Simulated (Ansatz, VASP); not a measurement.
Au in VASP and in Ansatz

```
Au
1.0
    -1.69055    1.69055    1.69055
     1.69055   -1.69055    1.69055
     1.69055    1.69055   -1.69055
Au
1
Direct
  0.00000 0.00000 0.00000
```

Alike in both runs: task single point; functional r2SCAN; k mesh 18 × 18 × 18; occupations gaussian, width 0.1 eV; no spin polarisation.

```csv
,VASP,Ansatz
version,VASP 6.6.1,Ansatz 0.2.0
potentials or method,"VASP PAW PBE potentials, release 64 (Au), cutoff 520 eV","scalar-relativistic, plane waves, PAW"
valence electrons in the cell,11,19
```

VASP gave:

| Property | Result |
| --- | --- |
| gap on the k mesh at the Fermi level (eV) | none |
| pressure (GPa) | -10.5 |

**Question.** Estimate Ansatz's values.

**Answer.** gap on the k mesh at the Fermi level (eV): none; pressure (GPa): -10.6.

VASP's potentials were made for PBE, not for r2SCAN. A gap of «none» marks a metal or a gap that the smearing closes. The functional is the same, so the differences come from potentials, cutoffs and numerics. VASP's potentials hold 11 valence electrons a cell and Ansatz's 19, so a difference there can come from the potentials and not from the codes.

Neither program's run includes spin-orbit coupling.
